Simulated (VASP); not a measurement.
The system is AlN.

```
CELL_PARAMETERS angstrom
0.00000 1.96900 1.96900
1.96900 0.00000 1.96900
1.96900 1.96900 0.00000
ATOMIC_POSITIONS crystal
Al 0.00000 0.00000 0.00000
N 0.50000 0.50000 0.50000
```

| Quantity | Value |
| --- | --- |
| Program | VASP 6.6.1 |
| Task | relaxation of cell and atoms |
| Functional | PBEsol |
| Potentials or basis | VASP PAW PBE potentials, release 64 (Al, N) |
| Cutoff | 600 eV |
| k mesh | 8 × 8 × 8 |
| Occupations | gaussian, width 0.01 eV |
| Spin | no spin polarisation |

At the start: pressure 24.6 GPa; volume 7.63 Å³/atom.

Q: Where does the relaxation end?

A: Over 4 steps the energy falls by 45.7 meV/atom and the volume is 8.27 Å³/atom (+8.3 %); space group Fm-3m (No. 225, to 0.05 Å).

The path:
| step | energy change (eV) | largest force (eV/Å) | pressure (GPa) | volume (Å³) |
| --- | --- | --- | --- | --- |
| 1 | 0.0000 | 0.0000 | 24.63 | 15.27 |
| 2 | 0.0017 | 0.0000 | -18.88 | 18.01 |
| 3 | -0.0914 | 0.0000 | -0.26 | 16.56 |
| 4 | -0.0914 | 0.0000 | 0.11 | 16.53 |

Final structure:
```
Al N
1.0
     0.00000    2.02188    2.02188
     2.02188    0.00000    2.02188
     2.02188    2.02188    0.00000
Al N
1 1
Cartesian
  0.0000 0.0000 0.0000
  2.0219 2.0219 2.0219
```

Caveat: the PAW data sets were made with another functional, which shifts forces and pressure a little.
